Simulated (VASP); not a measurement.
Write the native input for VASP 6.6.1 that does the following.

```yaml
Task: single point
Functional: PBE
Potentials_or_basis: VASP PAW PBE potentials, release 64 (C)
Cutoff: 520 eV
k_mesh: 12 × 12 × 2
Occupations: gaussian, width 0.05 eV
Spin: no spin polarisation
Dipole_correction: no
Further_INCAR_settings: ALGO = Normal; EDIFF = 1e-06; NBANDS = 36
```

The structure of C lies in POSCAR:

```
C
1.0
    2.4323000000      0.0000000000      0.0000000000
   -1.2161500000      2.1064335896      0.0000000000
    0.0000000000      0.0000000000     11.9630000000
C
12
Direct
    0.0000000000      0.0000000000      0.1868593266
    0.0000000000      0.0000000000      0.6868593266
    0.0000000000      0.0000000000      0.3131406734
    0.0000000000      0.0000000000      0.8131406734
    0.3333333333      0.6666666667      0.5207665411
    0.6666666667      0.3333333333      0.0207665411
    0.3333333333      0.6666666667      0.9792334589
    0.6666666667      0.3333333333      0.4792334589
    0.3333333333      0.6666666667      0.6450950823
    0.6666666667      0.3333333333      0.1450950823
    0.3333333333      0.6666666667      0.8549049177
    0.6666666667      0.3333333333      0.3549049177
```

One way to write it, as run:

INCAR

```
ALGO     = Normal         # electronic algorithm
EDIFF    = 1E-6           # SCF threshold, eV
ENCUT    = 520            # plane-wave cutoff, eV
GGA      = PE             # functional
ISIF     = 2              # what is computed and relaxed
ISMEAR   = 0              # smearing method
LASPH    = True           # aspherical terms in the spheres
LCHARG   = False          # write CHGCAR
LREAL    = False          # projectors in reciprocal space
LWAVE    = False          # write WAVECAR
NBANDS   = 36             # bands
NELM     = 80             # most SCF steps
PREC     = Accurate       # precision mode
SIGMA    = 0.05           # smearing width, eV
```

KPOINTS

```
k-points
0
Gamma
  12 12 2
```

Potentials or basis: VASP PAW PBE potentials, release 64 (C).

The run is started by

```bash
$ cat potpaw_PBE.64/C/POTCAR > POTCAR
$ mpirun -np 1 vasp_std > vasp.out
```

Results of the run:

```
Pressure               : 59.1 GPa
Largest force          : 0.070 eV/Å
Band gap on the k mesh : 4.71 eV, indirect (least direct gap 5.61 eV)
```

Wall time 34 s on 1 thread of Intel(R) Xeon(R) 6975P-C (Granite Rapids) (shared host), peak memory 0.19 GiB.
